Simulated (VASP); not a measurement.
The system is MgO.

```xyz
2
Lattice="0.0000 2.1071 2.1071 2.1071 0.0000 2.1071 2.1071 2.1071 0.0000" Properties=species:S:1:pos:R:3 pbc="T T T"
Mg    0.0000    0.0000    0.0000
O     2.1071    2.1071    2.1071
```

Program: VASP 6.6.1. Alike in all runs: task single point; potentials or basis VASP PAW PBE potentials, release 64 (Mg, O); no spin polarisation; cell as given; k mesh 6 × 6 × 6; cutoff (eV) 520; smearing gaussian 0.01 eV.

Order these runs on this cell by their band gap on the k mesh, lowest first.
A. level HSE06; share of exact exchange 0.25; screening parameter 0.2079 1/Å
B. level PBE0; share of exact exchange 0.25
C. level HF; share of exact exchange 1

A (6.42 eV), B (7.18 eV), C (15.48 eV).

Caveats: all runs use coarse meshes.
